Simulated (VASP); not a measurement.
Wanted: the native input for a VASP 6.6.1 run.

| Property | Result |
| --- | --- |
| Task | single point |
| Functional | PBEsol |
| Potentials or basis | VASP PAW PBE potentials, release 64 (Ba_sv) |
| Cutoff | 520 eV |
| k mesh | 14 × 14 × 14 |
| Occupations | gaussian, width 0.15 eV |
| Spin | no spin polarisation |
| Dipole correction | no |
| Further INCAR settings | ALGO = Fast; EDIFF = 1e-07; NBANDS = 11 |

The structure of Ba lies in POSCAR:

```
Ba
1.0
   -2.6875000000      2.3125000000      2.5000000000
    2.6875000000     -2.3125000000      2.5000000000
    2.6875000000      2.3125000000     -2.5000000000
Ba
1
Direct
    0.0000000000      0.0000000000      0.0000000000
```

This cell differs from its parent crystal: strain +0.0750 x Voigt [1, -1, 0, 0, 0, 0].

These files were run (other wordings do the same):

INCAR

```
PREC = Accurate
ENCUT = 520
EDIFF = 1E-7
ISMEAR = 0
SIGMA = 0.15
LREAL = F
LASPH = T
NELM = 100
ALGO = Fast
ISIF = 2
LWAVE = F
LCHARG = F
GGA = PS
NBANDS = 11
```

KPOINTS

```
regular mesh
0
Gamma
  14 14 14
```

Potentials or basis: VASP PAW PBE potentials, release 64 (Ba_sv).

The run is started by

```sh
$ cat potpaw_PBE.64/Ba_sv/POTCAR > POTCAR
$ mpirun -np 1 vasp_std > vasp.out
```

It gave:

- Pressure: -0.5 GPa
- Band gap on the k mesh: zero (bands 5 and 6 overlap by 0.81 eV)

Caveat: the cell differs from its parent crystal (strain +0.0750 x Voigt [1, -1, 0, 0, 0, 0]); the PAW data sets were made with another functional, which shifts forces and pressure a little; spin-orbit coupling is left out, which moves the levels of the heavy elements.

Wall time 3.6 min on 1 thread of Intel(R) Xeon(R) Platinum 8259CL CPU @ 2.50GHz (Skylake/Cascade Lake), with other jobs on the host, peak memory 0.4 GiB.
